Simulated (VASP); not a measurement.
# CoO (Fm-3m) in VASP: a series of runs

Aim: see how the results for CoO move with the level of theory and the settings. Levels: revPBE, PBE. Tasks: relaxation of cell and atoms, single point.

Everything below comes from runs of VASP 6.6.1. Logs are shortened: lines on timing, memory, paths and dates and some standing lists are left out, and cuts for length are marked.

### 1 The cell of the first run

Symmetry: Fm-3m, No. 225, cubic system. Conventional cell: a = 4.263 Å, b = 4.263 Å, c = 4.263 Å, α = 90.00°, β = 90.00°, γ = 90.00°. Co (site symmetry m-3m) has 6 O at 2.13 Å within 2.8 Å. O (site symmetry m-3m) has 6 Co at 2.13 Å within 2.8 Å.

### 2 Relaxation of cell and atoms, revPBE, collinear spin, ferromagnetic start

Input file INCAR:

```
SYSTEM = CoO
ALGO = Normal
EDIFF = 1E-6
EDIFFG = -0.01
ENCUT = 600
GGA = RE
IBRION = 2
ISIF = 3
ISMEAR = -1
ISPIN = 2
LASPH = .TRUE.
LCHARG = .FALSE.
LMAXMIX = 4
LORBIT = 11
LREAL = .FALSE.
LWAVE = .FALSE.
MAGMOM = 2 0
NELM = 150
NSW = 60
PREC = Accurate
SIGMA = 0.05
```

Input file KPOINTS:

```
k-points
0
G
  11 11 11
  0 0 0
```

Input file POSCAR:

```
CoO
1.0
    0.0000000000      2.1315016600      2.1315016600
    2.1315016600      0.0000000000      2.1315016600
    2.1315016600      2.1315016600      0.0000000000
Co O
1 1
Direct
    0.0000000000      0.0000000000      0.0000000000
    0.5000000000      0.5000000000      0.5000000000
```

Potentials or basis: VASP PAW PBE potentials, release 64 (Co, O).

Command:

```bash
cat potpaw_PBE.64/Co/POTCAR potpaw_PBE.64/O/POTCAR > POTCAR
mpirun -np 1 vasp_std > vasp.out
```

OUTCAR:

```text
SYSTEM = CoO
   EDIFF = 1E-6
   EDIFFG = -0.01
   ENCUT = 600
   GGA = RE
   IBRION = 2
   ISIF = 3
   ISMEAR = -1
   ISPIN = 2
   LASPH = .TRUE.
   LORBIT = 11
   LREAL = .FALSE.
   NELM = 150
   NSW = 60
   PREC = Accurate

 ion  position               nearest neighbor table
   1  0.000  0.000  0.000-   2 2.13   2 2.13   2 2.13   2 2.13   2 2.13   2 2.13
   2  0.500  0.500  0.500-   1 2.13   1 2.13   1 2.13   1 2.13   1 2.13   1 2.13

  LATTYP: Found a face centered cubic cell.
 ALAT       =     4.2630033200

  Lattice vectors:

 A1 = (   0.0000000000,   2.1315016600,   2.1315016600)
 A2 = (   2.1315016600,   0.0000000000,   2.1315016600)
 A3 = (   2.1315016600,   2.1315016600,   0.0000000000)

Analysis of symmetry for initial positions (statically):
=====================================================================
 Subroutine PRICEL returns:
 Original cell was already a primitive cell.

 Routine SETGRP: Setting up the symmetry group for a
 face centered cubic supercell.

 Subroutine GETGRP returns: Found 48 space group operations
 (whereof 48 operations were pure point group operations)
 out of a pool of 48 trial point group operations.

The static configuration has the point symmetry O_h .

Analysis of symmetry for dynamics (positions and initial velocities):
=====================================================================
 Subroutine PRICEL returns:
 Original cell was already a primitive cell.

 Routine SETGRP: Setting up the symmetry group for a
 face centered cubic supercell.

 Subroutine GETGRP returns: Found 48 space group operations
 (whereof 48 operations were pure point group operations)
 out of a pool of 48 trial point group operations.

The dynamic configuration has the point symmetry O_h .

Analysis of structural, dynamic, and magnetic symmetry:
=====================================================================
 Subroutine PRICEL returns:
 Original cell was already a primitive cell.

 Routine SETGRP: Setting up the symmetry group for a
 face centered cubic supercell.

 Subroutine GETGRP returns: Found 48 space group operations
 (whereof 48 operations were pure point group operations)
 out of a pool of 48 trial point group operations.

The overall configuration has the point symmetry O_h .

 Subroutine INISYM returns: Found 48 space group operations
 (whereof 48 operations are pure point group operations),
 and found     1 'primitive' translations

----------------------------------------------------------------------------------------

                                     Primitive cell

  volume of cell :      19.3681

  direct lattice vectors                    reciprocal lattice vectors
     0.000000000  2.131501660  2.131501660    -0.234576407  0.234576407  0.234576407
     2.131501660  0.000000000  2.131501660     0.234576407 -0.234576407  0.234576407
     2.131501660  2.131501660  0.000000000     0.234576407  0.234576407 -0.234576407

  length of vectors
     3.014398556  3.014398556  3.014398556     0.406298254  0.406298254  0.406298254

  position of ions in fractional coordinates (direct lattice)
     0.000000000  0.000000000  0.000000000
     0.500000000  0.500000000  0.500000000

  ion indices of the primitive-cell ions
   primitive index   ion index
                 1           1
                 2           2

----------------------------------------------------------------------------------------

 KPOINTS: k-points

Automatic generation of k-mesh.
 Grid dimensions read from file:
 generate k-points for:   11   11   11

 Generating k-lattice:

  Cartesian coordinates                     Fractional coordinates (reciprocal lattice)
    -0.021325128  0.021325128  0.021325128     0.090909091  0.000000000  0.000000000
     0.021325128 -0.021325128  0.021325128     0.000000000  0.090909091  0.000000000
     0.021325128  0.021325128 -0.021325128     0.000000000  0.000000000  0.090909091

  Length of vectors
     0.036936205  0.036936205  0.036936205

  Shift w.r.t. Gamma in fractional coordinates (k-lattice)
     0.000000000  0.000000000  0.000000000

 Subroutine IBZKPT returns following result:
 ===========================================

 Found     56 irreducible k-points:

 Following reciprocal coordinates:
            Coordinates               Weight
  0.000000  0.000000  0.000000      1.000000
  0.090909  0.000000  0.000000      8.000000
  0.181818  0.000000  0.000000      8.000000
  0.272727  0.000000  0.000000      8.000000
  0.363636  0.000000  0.000000      8.000000
  0.454545  0.000000  0.000000      8.000000
[... 16 lines left out ...]
 -0.272727  0.181818  0.000000     24.000000
 -0.181818  0.181818  0.000000     12.000000
 [... further k-points ...]
   k-points           NKPTS =     56   k-points in BZ     NKDIM =     56   number of bands    NBANDS=     12
   number of dos      NEDOS =    301   number of ions     NIONS =      2
   total plane-waves  NPLWV =  13824
   dimension x,y,z NGX =    24 NGY =   24 NGZ =   24
   dimension x,y,z NGXF=    48 NGYF=   48 NGZF=   48
   ions per type =               1   1
   NGX,Y,Z   is equivalent  to a cutoff of  13.24, 13.24, 13.24 a.u.
   NGXF,Y,Z  is equivalent  to a cutoff of  26.47, 26.47, 26.47 a.u.
 SYSTEM =  CoO
   PREC   = accura    normal or accurate (medium, high low for compatibility)
   ISTART =      0    job   : 0-new  1-cont  2-samecut
   ICHARG =      2    charge: 1-file 2-atom 10-const
   ISPIN  =      2    spin polarized calculation?
   LNONCOLLINEAR =      F non collinear calculations
   LSORBIT =      F    spin-orbit coupling
   LASPH  =      T    aspherical Exc in radial PAW
   ENCUT  =  600.0 eV  44.10 Ry    6.64 a.u.   6.02  6.02  6.02*2*pi/ulx,y,z
   NELM   =    150;   NELMIN=  2; NELMDL= -5     # of ELM steps
   EDIFF  = 0.1E-05   stopping-criterion for ELM
   LREAL  =      F    real-space projection
   EDIFFG = -.1E-01   stopping-criterion for IOM
   NSW    =     60    number of steps for IOM
   IBRION =      2    ionic relax: 0-MD 1-quasi-New 2-CG
   NFREE  =      1    steps in history (QN), initial steepest desc. (CG)
   ISIF   =      3    stress and relaxation
   ISYM   =      2    0-nonsym 1-usesym 2-fastsym
   POTIM  = 0.5000    time-step for ionic-motion
   TEBEG  =    0.0;   TEEND  =   0.0 temperature during run
   PSTRESS=    0.0 pullay stress
   NELECT =      15.0000    total number of electrons
   NUPDOWN=      -1.0000    fix difference up-down
   EMIN   =  10.00;   EMAX   =-10.00  energy-range for DOS
   EFERMI =   0.00;   METHOD = LEGACY
   ISMEAR =    -1;   SIGMA  =   0.05  broadening in eV -4-tet -1-fermi 0-gaus
   EFERMI_NEDOS =   21; number of points for ismear=-14 and -15
   IALGO  =     38    algorithm
   IMIX   =      4    mixing-type and parameters
     AMIX     =   0.40;   BMIX     =  1.00
     AMIX_MAG =   1.60;   BMIX_MAG =  1.00
  volume/ion in A,a.u.               =       9.68        65.35
  Fermi-wavevector in a.u.,A,eV,Ry     =   1.503406  2.841025 30.752286  2.260229
  Thomas-Fermi vector in A             =   2.614520
   LORBIT       =     11    0 simple, 1 ext, 2 COOP (PROOUT), +10 PAW based schemes
   GGA     = RE    functional components
   LHFCALC =     F    Hartree Fock is set to
   AEXX    =    0.0000 exact exchange contribution
   IVDW    =     0    specifies the selected vdW correction
   LEPSILON=     F    determine dielectric tensor
   LRPA    =     F    only Hartree local field effects (RPA)
 conjugate gradient relaxation of ions
 spin polarized calculation
  energy-cutoff  :      600.00
  volume of cell :       19.37
 maximum number of plane-waves:       660
   NGX = 13   NGY = 13   NGZ = 13

--------------------------------------- Ionic step        1  -------------------------------------------

 number of electron      15.0000007 magnetization       2.9205042

 Free energy of the ion-electron system (eV)
  ---------------------------------------------------
  ext. energy  EPLUGINS =         0.00000000
  ---------------------------------------------------
  free energy    TOTEN  =       -12.33888547 eV

  energy without entropy =      -12.30425512  energy(sigma->0) =      -12.32157029

------------------------ aborting loop because EDIFF is reached ----------------------------------------

  FORCE on cell =-STRESS in cart. coord.  units (eV):
  Direction    XX          YY          ZZ          XY          YZ          ZX
  --------------------------------------------------------------------------------------
  -------------------------------------------------------------------------------------
  Total        0.2329449      0.2329449      0.2329449      0.0000000     -0.0000000      0.0000000
  in kB       19.2697787     19.2697787     19.2697787      0.0000000     -0.0000000      0.0000000
  external PRESSURE =      19.2697787 kB  Pullay stress =       0.0000000 kB
[... 57 lines left out ...]
  energy  without entropy=      -12.3051160153  energy(sigma->0) =      -12.32247925

--------------------------------------- Ionic step        3  -------------------------------------------

 number of electron      15.0000008 magnetization       2.9420628

 Free energy of the ion-electron system (eV)
  ---------------------------------------------------
  ext. energy  EPLUGINS =         0.00000000
  ---------------------------------------------------
  free energy    TOTEN  =       -12.34014212 eV

  energy without entropy =      -12.30543402  energy(sigma->0) =      -12.32278807

 E-fermi :   7.8218     XC(G=0): -12.2009

 val. band max:        7.8144476107   @ k =   0.3636   0.2727   0.0909
 cond. band min:       7.8305068885   @ k =  -0.1818   0.2727   0.0909
 fundamental gap:      0.0160592778
 Fermi energy:         7.8218457474

 spin component 1

 k-point     1 :       0.0000    0.0000    0.0000
  band No.  band energies     occupation
      1     -12.2880      1.00000
      2       4.5303      1.00000
      3       4.5304      1.00000
      4       4.7469      1.00000
      5       4.7470      1.00000
      6       4.7470      1.00000
      7       4.7824      1.00000
      8       4.7824      1.00000
      9       4.7824      1.00000
     10       8.8019      0.00000
     11      24.7157      0.00000
     12      25.8991      0.00000
[... 331 lines left out ...]
 k-point    24 :      -0.1818    0.1818    0.0000
  band No.  band energies     occupation
      1     -11.5757      1.00000
      2       1.3187      1.00000
      3       2.3184      1.00000
      4       2.9555      1.00000
      5       5.0534      1.00000
      6       5.0614      1.00000
      7       5.8185      1.00000
      8       5.8802      1.00000
      9       7.5003      0.99839
     10      12.4638      0.00000
     11      19.3836      0.00000
     12      20.4039      0.00000

 [... further k-points ...]

 spin component 2

 k-point     1 :       0.0000    0.0000    0.0000
  band No.  band energies     occupation
      1     -11.7763      1.00000
      2       5.3589      1.00000
      3       5.3589      1.00000
      4       5.3589      1.00000
      5       6.7613      1.00000
      6       6.7613      1.00000
      7       6.7614      1.00000
      8       7.9783      0.04193
      9       7.9786      0.04172
     10       9.3348      0.00000
     11      24.5561      0.00000
     12      26.3478      0.00000
[... 374 lines left out ...]
  FREE ENERGIE OF THE ION-ELECTRON SYSTEM (eV)
  ---------------------------------------------------
  free  energy   TOTEN  =       -12.3401421183 eV

  energy  without entropy=      -12.3054340219  energy(sigma->0) =      -12.32278807

 reached required accuracy - stopping structural energy minimisation

 total charge

# of ion       s       p       d       tot
------------------------------------------
    1        0.290   0.346   7.128   7.764
    2        1.556   3.428   0.000   4.984
--------------------------------------------------
tot          1.846   3.774   7.128  12.748

 magnetization (x)

# of ion       s       p       d       tot
------------------------------------------
    1        0.020   0.017   2.553   2.590
    2        0.028   0.276   0.000   0.304
--------------------------------------------------
tot          0.048   0.293   2.553   2.894
```

Wall time 46 s (1 thread of AMD EPYC 9R45 (Zen 5), shared host); peak memory 0.14 GiB.

What came out:

- Free energy: -12.3401 eV
- Relaxed volume: 9.79 Å³/atom
- Relaxed cell: a = 3.026 Å, b = 3.026 Å, c = 3.026 Å, α = 60.00°, β = 60.00°, γ = 60.00°
- Space group after relaxing (to 0.05 Å): Fm-3m (No. 225)
- Energy gained by relaxing: 0.6 meV/atom
- Ionic steps: 3
- Pressure after relaxing: 0.0 GPa
- Net moment: 2.94 μB per cell
- Site moments: Co +2.59; O +0.30 μB
- Valence electrons inside the program's atomic spheres: Co 7.76; O 4.98

The path:
| step | energy change (eV) | largest force (eV/Å) | pressure (GPa) | volume (Å³) |
| --- | --- | --- | --- | --- |
| 1 | 0.0000 | 0.0000 | 1.93 | 19.37 |
| 2 | -0.0010 | 0.0000 | -1.02 | 19.70 |
| 3 | -0.0013 | 0.0000 | -0.02 | 19.58 |

Final structure:
```cif
data_structure
_symmetry_space_group_name_H-M 'P 1'
_symmetry_Int_Tables_number 1
_cell_length_a 3.0256
_cell_length_b 3.0256
_cell_length_c 3.0256
_cell_angle_alpha 60.000
_cell_angle_beta 60.000
_cell_angle_gamma 60.000
_cell_volume 19.58
loop_
_atom_site_label
_atom_site_type_symbol
_atom_site_fract_x
_atom_site_fract_y
_atom_site_fract_z
_atom_site_occupancy
Co1 Co 0.00000 0.00000 0.00000 1
O1 O 0.50000 0.50000 0.50000 1
```

Caveat: the PAW data sets were made with another functional, which shifts forces and pressure a little; a cell with one magnetic atom can't hold antiferromagnetic order, which such compounds often take; semilocal functionals often make such compounds metallic where correlation or magnetic order opens a gap, which also shifts bond lengths. Zero-point motion and thermal expansion aren't in these numbers.

(Part 1 of 2 ends here.)
